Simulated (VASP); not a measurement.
# MoS2 (P-3m1) in VASP: settings compared

MoS2 is run at these levels: BLYP+D4, RPBE, PBE, PBEsol; tasks: single point.

Program: VASP 6.6.1. These are calculated values, not measurements. Logs are shortened: lines on timing, memory, paths and dates and some standing lists are left out, and cuts for length are marked.

## 1. The cell of the first run

The structure is trigonal, space group P-3m1 (No. 164). Conventional cell: a = 3.249 Å, b = 3.249 Å, c = 6.354 Å, α = 90.00°, β = 90.00°, γ = 120.00°. Within 3.2 Å of Mo (site symmetry -3m) lie 6 S at 2.44 Å. Within 3.2 Å of S (site symmetry 3m) lie 3 Mo at 2.44 Å.

## 2. Single point, BLYP+D4

INCAR

```
SYSTEM = MoS2
  AGGAC = 1.0
  AGGAX = 1.0
  ALDAC = 0.0
  ALDAX = 1.0
  ALGO = Normal
  EDIFF = 1E-6
  ENCUT = 520
  GGA = B5
  ISIF = 2
  ISMEAR = -1
  IVDW = 13
  LASPH = .TRUE.
  LCHARG = .FALSE.
  LREAL = .FALSE.
  LWAVE = .FALSE.
  NBANDS = 20
  NELM = 100
  PREC = Accurate
  SIGMA = 0.05
  VDW_A1 = 0.44488865
  VDW_A2 = 4.0933009
  VDW_S6 = 1.0
  VDW_S8 = 2.34076671
```

KPOINTS

```
k-points
0
G
  9 9 4
  0 0 0
```

POSCAR

```
MoS2
1.0
    3.2488391220      0.0000000000      0.0000000000
   -1.6244195610      2.8135772124      0.0000000000
    0.0000000000      0.0000000000      6.3542790981
Mo S
1 2
Direct
    0.0000000000      0.0000000000      0.5000000000
    0.6666666667      0.3333333333      0.7446806800
    0.3333333333      0.6666666667      0.2553193200
```

Potentials or basis: VASP PAW PBE potentials, release 64 (Mo_sv, S).

Command:

```sh
$ cat potpaw_PBE.64/Mo_sv/POTCAR potpaw_PBE.64/S/POTCAR > POTCAR
$ mpirun -np 1 vasp_std > vasp.out
```

OUTCAR:

```text
SYSTEM = MoS2
   EDIFF = 1E-6
   ENCUT = 520
   GGA = B5
   ISIF = 2
   ISMEAR = -1
   IVDW = 13
   LASPH = .TRUE.
   LREAL = .FALSE.
   NELM = 100
   PREC = Accurate

 ion  position               nearest neighbor table
   1  0.000  0.000  0.500-   2 2.44   3 2.44   3 2.44   2 2.44   2 2.44   3 2.44
   2  0.667  0.333  0.745-   1 2.44   1 2.44   1 2.44
   3  0.333  0.667  0.255-   1 2.44   1 2.44   1 2.44

  LATTYP: Found a hexagonal cell.
 ALAT       =     3.2488391220
 C/A-ratio  =     1.9558614199

  Lattice vectors:

 A1 = (   3.2488391220,   0.0000000000,   0.0000000000)
 A2 = (  -1.6244195610,   2.8135772124,   0.0000000000)
 A3 = (   0.0000000000,   0.0000000000,   6.3542790981)

Analysis of symmetry for initial positions (statically):
=====================================================================
 Subroutine PRICEL returns:
 Original cell was already a primitive cell.

 Routine SETGRP: Setting up the symmetry group for a
 hexagonal supercell.

 Subroutine GETGRP returns: Found 12 space group operations
 (whereof 12 operations were pure point group operations)
 out of a pool of 24 trial point group operations.

The static configuration has the point symmetry D_3d.

Analysis of symmetry for dynamics (positions and initial velocities):
=====================================================================
 Subroutine PRICEL returns:
 Original cell was already a primitive cell.

 Routine SETGRP: Setting up the symmetry group for a
 hexagonal supercell.

 Subroutine GETGRP returns: Found 12 space group operations
 (whereof 12 operations were pure point group operations)
 out of a pool of 24 trial point group operations.

The dynamic configuration has the point symmetry D_3d.

 Subroutine INISYM returns: Found 12 space group operations
 (whereof 12 operations are pure point group operations),
 and found     1 'primitive' translations

----------------------------------------------------------------------------------------

                                     Primitive cell

  volume of cell :      58.0836

  direct lattice vectors                    reciprocal lattice vectors
     3.248839122  0.000000000  0.000000000     0.307802253  0.177709713  0.000000000
    -1.624419561  2.813577212  0.000000000     0.000000000  0.355419427  0.000000000
     0.000000000  0.000000000  6.354279098     0.000000000  0.000000000  0.157374265

  length of vectors
     3.248839122  3.248839122  6.354279098     0.355419427  0.355419427  0.157374265

  position of ions in fractional coordinates (direct lattice)
     0.000000000  0.000000000  0.500000000
     0.666666667  0.333333333  0.744680680
     0.333333333  0.666666667  0.255319320

  ion indices of the primitive-cell ions
   primitive index   ion index
                 1           1
                 2           2
                 3           3

----------------------------------------------------------------------------------------

 KPOINTS: k-points

Automatic generation of k-mesh.
 Grid dimensions read from file:
 generate k-points for:    9    9    4

 Generating k-lattice:

  Cartesian coordinates                     Fractional coordinates (reciprocal lattice)
     0.034200250  0.019745524  0.000000000     0.111111111  0.000000000  0.000000000
     0.000000000  0.039491047  0.000000000     0.000000000  0.111111111  0.000000000
     0.000000000  0.000000000  0.039343566     0.000000000  0.000000000  0.250000000

  Length of vectors
     0.039491047  0.039491047  0.039343566

  Shift w.r.t. Gamma in fractional coordinates (k-lattice)
     0.000000000  0.000000000  0.000000000

 Subroutine IBZKPT returns following result:
 ===========================================

 Found     43 irreducible k-points:

 Following reciprocal coordinates:
            Coordinates               Weight
  0.000000  0.000000  0.000000      1.000000
  0.111111  0.000000  0.000000      6.000000
  0.222222  0.000000  0.000000      6.000000
  0.333333 -0.000000  0.000000      6.000000
  0.444444  0.000000  0.000000      6.000000
  0.111111  0.111111  0.000000      6.000000
[... 16 lines left out ...]
  0.222222  0.111111  0.250000     12.000000
 -0.111111  0.333333  0.250000     12.000000
 [... further k-points ...]
   k-points           NKPTS =     43   k-points in BZ     NKDIM =     43   number of bands    NBANDS=     20
   number of dos      NEDOS =    301   number of ions     NIONS =      3
   total plane-waves  NPLWV =  27648
   dimension x,y,z NGX =    24 NGY =   24 NGZ =   48
   dimension x,y,z NGXF=    48 NGYF=   48 NGZF=   96
   ions per type =               1   2
   NGX,Y,Z   is equivalent  to a cutoff of  12.28, 12.28, 12.56 a.u.
   NGXF,Y,Z  is equivalent  to a cutoff of  24.56, 24.56, 25.12 a.u.
 SYSTEM =  MoS2
   PREC   = accura    normal or accurate (medium, high low for compatibility)
   ISTART =      0    job   : 0-new  1-cont  2-samecut
   ICHARG =      2    charge: 1-file 2-atom 10-const
   ISPIN  =      1    spin polarized calculation?
   LNONCOLLINEAR =      F non collinear calculations
   LSORBIT =      F    spin-orbit coupling
   LASPH  =      T    aspherical Exc in radial PAW
   ENCUT  =  520.0 eV  38.22 Ry    6.18 a.u.   6.04  6.04 11.81*2*pi/ulx,y,z
   NELM   =    100;   NELMIN=  2; NELMDL= -5     # of ELM steps
   EDIFF  = 0.1E-05   stopping-criterion for ELM
   LREAL  =      F    real-space projection
   EDIFFG = 0.1E-04   stopping-criterion for IOM
   NSW    =      0    number of steps for IOM
   IBRION =     -1    ionic relax: 0-MD 1-quasi-New 2-CG
   NFREE  =      0    steps in history (QN), initial steepest desc. (CG)
   ISIF   =      2    stress and relaxation
   ISYM   =      2    0-nonsym 1-usesym 2-fastsym
   POTIM  = 0.5000    time-step for ionic-motion
   TEBEG  =    0.0;   TEEND  =   0.0 temperature during run
   PSTRESS=    0.0 pullay stress
   NELECT =      26.0000    total number of electrons
   NUPDOWN=      -1.0000    fix difference up-down
   EMIN   =  10.00;   EMAX   =-10.00  energy-range for DOS
   EFERMI =   0.00;   METHOD = LEGACY
   ISMEAR =    -1;   SIGMA  =   0.05  broadening in eV -4-tet -1-fermi 0-gaus
   EFERMI_NEDOS =   21; number of points for ismear=-14 and -15
   IALGO  =     38    algorithm
   IMIX   =      4    mixing-type and parameters
     AMIX     =   0.40;   BMIX     =  1.00
     AMIX_MAG =   1.60;   BMIX_MAG =  1.00
  volume/ion in A,a.u.               =      19.36       130.66
  Fermi-wavevector in a.u.,A,eV,Ry     =   1.252319  2.366539 21.338043  1.568302
  Thomas-Fermi vector in A             =   2.386225
   LORBIT       =      0    0 simple, 1 ext, 2 COOP (PROOUT), +10 PAW based schemes
   GGA     = B5    functional components
   LHFCALC =     F    Hartree Fock is set to
   AEXX    =    0.0000 exact exchange contribution
   IVDW    =    13    specifies the selected vdW correction
   LEPSILON=     F    determine dielectric tensor
   LRPA    =     F    only Hartree local field effects (RPA)
 non-spin polarized calculation
  energy-cutoff  :      520.00
  volume of cell :       58.08
 maximum number of plane-waves:      1590
   NGX = 13   NGY = 13   NGZ = 23

 number of electron      26.0000002 magnetization

 Free energy of the ion-electron system (eV)
  ---------------------------------------------------
  ext. energy  EPLUGINS =         0.00000000
  ---------------------------------------------------
  free energy    TOTEN  =       -18.55731494 eV

  energy without entropy =      -18.54759994  energy(sigma->0) =      -18.55245744

 E-fermi :   7.0522     XC(G=0):  -9.7975

 val. band max:        7.0501846627   @ k =   0.3333   0.2222   0.0000
 cond. band min:       7.2092422178   @ k =  -0.1111   0.3333   0.2500
 fundamental gap:      0.1590575551
 Fermi energy:         7.0521976683

 k-point     1 :       0.0000    0.0000    0.0000
  band No.  band energies     occupation
      1     -54.5743      2.00000
      2     -28.7045      2.00000
      3     -28.7045      2.00000
      4     -28.7000      2.00000
      5      -7.5758      2.00000
      6      -6.2284      2.00000
[... 12 lines left out ...]
     19      13.4192      0.00000
     20      16.7833      0.00000

 k-point     2 :       0.1111    0.0000    0.0000
  band No.  band energies     occupation
      1     -54.5710      2.00000
      2     -28.7399      2.00000
      3     -28.7127      2.00000
      4     -28.6931      2.00000
      5      -7.4010      2.00000
      6      -6.1917      2.00000
[... 12 lines left out ...]
     19      14.2393      0.00000
     20      16.3553      0.00000

 k-point     3 :       0.2222    0.0000    0.0000
  band No.  band energies     occupation
      1     -54.5625      2.00000
      2     -28.8285      2.00000
      3     -28.7333      2.00000
      4     -28.6756      2.00000
      5      -6.9263      2.00000
      6      -6.0907      2.00000
[... 12 lines left out ...]
     19      14.9226      0.00000
     20      15.7755      0.00000

 k-point     4 :       0.3333   -0.0000    0.0000
  band No.  band energies     occupation
      1     -54.5529      2.00000
      2     -28.9278      2.00000
      3     -28.7566      2.00000
      4     -28.6556      2.00000
      5      -6.3559      2.00000
      6      -5.9039      2.00000
[... 12 lines left out ...]
     19      14.2671      0.00000
     20      15.0637      0.00000

 k-point     5 :       0.4444    0.0000    0.0000
  band No.  band energies     occupation
      1     -54.5466      2.00000
      2     -28.9917      2.00000
      3     -28.7718      2.00000
      4     -28.6425      2.00000
      5      -6.1102      2.00000
      6      -5.5531      2.00000
[... 12 lines left out ...]
     19      13.8398      0.00000
     20      15.3203      0.00000
[... 353 lines left out ...]
      6      -5.5470      2.00000
[... 12 lines left out ...]
     19      13.5745      0.00000
     20      14.5677      0.00000

 k-point    22 :       0.1111    0.1111    0.2500
  band No.  band energies     occupation
      1     -54.5651      2.00000
      2     -28.7987      2.00000
      3     -28.7303      2.00000
      4     -28.6809      2.00000
      5      -7.0012      2.00000
      6      -6.2251      2.00000
[... 12 lines left out ...]
     19      15.3780      0.00000
     20      16.0988      0.00000

 k-point    23 :       0.2222    0.1111    0.2500
  band No.  band energies     occupation
      1     -54.5561      2.00000
      2     -28.8852      2.00000
      3     -28.7597      2.00000
      4     -28.6621      2.00000
      5      -6.4931      2.00000
      6      -6.0344      2.00000
[... 12 lines left out ...]
     19      15.0138      0.00000
     20      15.9878      0.00000

 k-point    24 :      -0.1111    0.3333    0.2500
  band No.  band energies     occupation
      1     -54.5561      2.00000
      2     -28.8852      2.00000
      3     -28.7597      2.00000
      4     -28.6621      2.00000
      5      -6.4405      2.00000
      6      -6.0990      2.00000
[... 12 lines left out ...]
     19      15.3039      0.00000
     20      15.6750      0.00000

 [... further k-points ...]

------------------------ aborting loop because EDIFF is reached ----------------------------------------

  DFT-D4 for vdW energy calculation

  Edisp (eV):   -2.27444

  FORCE on cell =-STRESS in cart. coord.  units (eV):
  Direction    XX          YY          ZZ          XY          YZ          ZX
  --------------------------------------------------------------------------------------
  -------------------------------------------------------------------------------------
  Total      -0.34221    -0.34221    -0.55814     0.00000     0.00000     0.00000
  in kB      -9.43962    -9.43962   -15.39575     0.00000     0.00000     0.00000
  external pressure =      -11.43 kB  Pullay stress =        0.00 kB

 VOLUME and BASIS-vectors are now :
 -----------------------------------------------------------------------------
  energy-cutoff  :      520.00
  volume of cell :       58.08
      direct lattice vectors                 reciprocal lattice vectors
     3.248839122  0.000000000  0.000000000     0.307802253  0.177709713  0.000000000
    -1.624419561  2.813577212  0.000000000     0.000000000  0.355419427  0.000000000
     0.000000000  0.000000000  6.354279098     0.000000000  0.000000000  0.157374265

 POSITION                                       TOTAL-FORCE (eV/Angst)
 -----------------------------------------------------------------------------------
      0.00000      0.00000      3.17714        -0.000000      0.000000     -0.000000
      1.62442      0.93786      4.73191         0.000000     -0.000000      0.317000
     -0.00000      1.87572      1.62237        -0.000000      0.000000     -0.317000
 -----------------------------------------------------------------------------------
    total drift:                                0.000000     -0.000000      0.000000

  FREE ENERGIE OF THE ION-ELECTRON SYSTEM (eV)
  ---------------------------------------------------
  free  energy   TOTEN  =       -20.8317552946 eV

  energy  without entropy=      -20.8220402934  energy(sigma->0) =      -20.82689779
```

Wall time 71 s (1 thread of Intel Xeon 8259CL, shared host); peak memory 0.2 GiB.

Results:

```yaml
Free_energy: -20.8318 eV
Pressure: -1.1 GPa
Largest_force: 0.317 eV/Å
Band_gap_on_the_k_mesh: zero (band 13 reaches 7.67 eV, above the bottom of band 14 at 6.63 eV)
Dispersion_energy_per_atom: -0.758 eV
```

Forces on the atoms (eV/Å):
```
Mo   0.000  0.000  0.000
S    0.000  0.000  0.317
S    0.000  0.000 -0.317
```

Stress tensor (GPa, compression positive):
```
-0.94  0.00  0.00
 0.00 -0.94  0.00
 0.00  0.00 -1.54
```

Caveat: the PAW data sets were made with another functional, which shifts forces and pressure a little.

## 3. Single point, RPBE

This run uses another cell than the first one, of 19.74 Å³/atom, 1.020 times its volume.

INCAR

```
PREC = Accurate
ENCUT = 520
EDIFF = 1E-6
ISMEAR = -1
SIGMA = 0.05
LREAL = False
LASPH = True
NELM = 60
ALGO = Normal
ISIF = 2
LWAVE = False
LCHARG = False
GGA = RP
NBANDS = 20
```

KPOINTS

```
Automatic mesh
0
Gamma
  9 9 4
```

POSCAR

```
MoS2
1.0
    3.2699360711      0.0000000000      0.0000000000
   -1.6349680355      2.8318477062      0.0000000000
    0.0000000000      0.0000000000      6.3955418068
Mo S
1 2
Direct
    0.0000000000      0.0000000000      0.5000000000
    0.6666666667      0.3333333333      0.7446806800
    0.3333333333      0.6666666667      0.2553193200
```

Potentials or basis: VASP PAW PBE potentials, release 64 (Mo_sv, S).

Command:

```sh
$ cat potpaw_PBE.64/Mo_sv/POTCAR potpaw_PBE.64/S/POTCAR > POTCAR
$ mpirun -np 1 vasp_std > vasp.out
```

Run time: 63 s. Hardware: 1 thread of Intel Xeon 8259CL, shared host; peak memory 0.2 GiB.

It converged, with:

* Free energy: -19.7630 eV
* Pressure: -1.5 GPa
* Largest force: 0.248 eV/Å
* Band gap on the k mesh: zero (band 13 reaches 7.14 eV, above the bottom of band 14 at 6.09 eV)

Forces on the atoms (eV/Å):
```
Mo   0.000  0.000  0.000
S    0.000  0.000 -0.248
S    0.000  0.000  0.248
```

Stress tensor (GPa, compression positive):
```
-2.19  0.00  0.00
 0.00 -2.19  0.00
 0.00  0.00 -0.04
```

Levels at points of the mesh, in eV from the Fermi level:
| k point | band 9 | band 10 | band 11 | band 12 | band 13 | band 14 | band 15 | band 16 | band 17 | band 18 |
| --- | --- | --- | --- | --- | --- | --- | --- | --- | --- | --- |
| (0.00, 0.00, 0.00) | -3.86 | -1.82 | -0.94 | -0.88 | -0.88 | -0.37 | -0.37 | 3.02 | 3.02 | 6.07 |
| (0.00, 0.00, 0.50) | -3.85 | -3.38 | -0.88 | -0.88 | -0.43 | -0.43 | -0.12 | 3.16 | 3.16 | 6.11 |

Caveat: the PAW data sets were made with another functional, which shifts forces and pressure a little; this functional lacks dispersion, which binds the layers, so the pressure and a relaxed spacing across them are unreliable.

[end of part 1 of 2]
